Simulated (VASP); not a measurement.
Runs of VASP 6.6.1 on ZnS. The structure is that of space group F-43m (No. 216), or close to it. The cells are those of the table. 

```csv
cell,k mesh,gap on the mesh (eV),pressure (GPa)
"a = 3.825 Å, angles 60.0°, 2 atoms",3 × 3 × 3,(c),2.8
"a = 3.720 Å, angles 60.0°, 2 atoms",4 × 4 × 4,2.47,9.5
"a = 3.875 Å, angles 60.0°, 2 atoms",4 × 4 × 4,(b),-0.9
"a = 3.875 Å, angles 60.0°, 2 atoms",3 × 3 × 3,1.90,-0.1
"a = 3.825 Å, angles 60.0°, 2 atoms",4 × 4 × 4,2.09,(a)
```

Alike in all rows: task single point; level PBE; potentials or basis VASP PAW PBE potentials, release 64 (Zn, S); no spin polarisation; cutoff (eV) 500; smearing gaussian 0.01 eV.

Task: Estimate the missing entries.

Result: (a) 1.8; (b) 1.92; (c) 2.07.

Caveats: all runs use coarse meshes.

